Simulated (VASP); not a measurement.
A run of VASP 6.6.1:

File POSCAR:

```
HfO2
1.0
    0.0000000000      2.4296250000      2.4935625000
    2.4296250000      0.0000000000      2.4935625000
    2.4296250000      2.4296250000      0.0000000000
Hf O
1 2
Direct
    0.0000000000      0.0000000000      0.0000000000
    0.2500000000      0.2500000000      0.2500000000
    0.7500000000      0.7500000000      0.7500000000
```

Contents of INCAR.step1:

```
SYSTEM = HfO2
  PREC = Accurate
  ENCUT = 520
  ISMEAR = 0
  SIGMA = 0.05
  LREAL = .FALSE.
  LASPH = .TRUE.
  NELM = 100
  NBANDS = 18
  GGA = PE
  ALGO = Normal
  EDIFF = 1E-4
  LWAVE = .TRUE.
  LCHARG = .FALSE.
```

File INCAR.step2:

```
SYSTEM = HfO2
  PREC = Accurate
  ENCUT = 520
  EDIFF = 1E-7
  ISMEAR = 0
  SIGMA = 0.05
  LREAL = .FALSE.
  LASPH = .TRUE.
  NELM = 100
  ALGO = Normal
  ISIF = 2
  LWAVE = .FALSE.
  LCHARG = .FALSE.
  METAGGA = R2SCAN
  LMIXTAU = .TRUE.
  NBANDS = 18
  ISTART = 1
```

File KPOINTS:

```
regular mesh
0
G
  8 8 8
  0 0 0
```

Potentials or basis: VASP PAW PBE potentials, release 64 (Hf_pv, O).

Launch:

```sh
$ cat potpaw_PBE.64/Hf_pv/POTCAR potpaw_PBE.64/O/POTCAR > POTCAR
$ cp INCAR.step1 INCAR
$ mpirun -np 1 vasp_std > vasp.out
$ cp INCAR.step2 INCAR
$ mpirun -np 1 vasp_std > vasp.out
```

Hardware: 1 thread of Intel(R) Xeon(R) Platinum 8259CL CPU @ 2.50GHz (Skylake/Cascade Lake), with other jobs on the host.

Q: How long does it take, and how much memory?

A: Wall time 2.2 min on 1 thread of Intel(R) Xeon(R) Platinum 8259CL CPU @ 2.50GHz (Skylake/Cascade Lake), on a shared host, peak memory 0.18 GiB. Counts: k points 59.
